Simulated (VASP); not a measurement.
Set up this calculation in VASP 6.6.1, as the native input.

- Task: single point
- Functional: LDA
- Potentials or basis: VASP PAW LDA potentials, release 64 (Bi_d, Te)
- Cutoff: 520 eV
- k mesh: 7 × 7 × 7
- Occupations: fermi-dirac, width 0.05 eV
- Spin: no spin polarisation
- Dipole correction: no
- Further INCAR settings: ALGO = Normal; EDIFF = 1e-06; NBANDS = 18

The structure of BiTe lies in POSCAR:

```
BiTe
1.0
    2.4545891627      1.4171577139      3.3609455389
   -2.4545891627      1.4171577139      3.3609455389
    0.0000000000     -2.8343154277      3.3609455389
Bi Te
1 1
Direct
    0.5000000000      0.5000000000      0.5000000000
    0.0000000000      0.0000000000      0.0000000000
```

This cell differs from its parent crystal: volume scaled by 1.04.

These files were run (other wordings do the same):

INCAR

```
PREC = Accurate
ENCUT = 520
EDIFF = 1E-6
ISMEAR = -1
SIGMA = 0.05
LREAL = F
LASPH = T
NELM = 80
ALGO = Normal
ISIF = 2
LWAVE = F
LCHARG = T
GGA = CA
LELF = T
LVHAR = T
NBANDS = 18
```

KPOINTS

```
regular mesh
0
Gamma
  7 7 7
```

Potentials or basis: VASP PAW LDA potentials, release 64 (Bi_d, Te).

Command:

```bash
$ cat potpaw_LDA.64/Bi_d/POTCAR potpaw_LDA.64/Te/POTCAR > POTCAR
$ mpirun -np 1 vasp_std > vasp.out
```

Results of the run:

* Pressure: -4.9 GPa

It took 62 s on 1 thread of Intel Xeon 6975P-C, with other jobs on the host, peak memory 0.2 GiB.
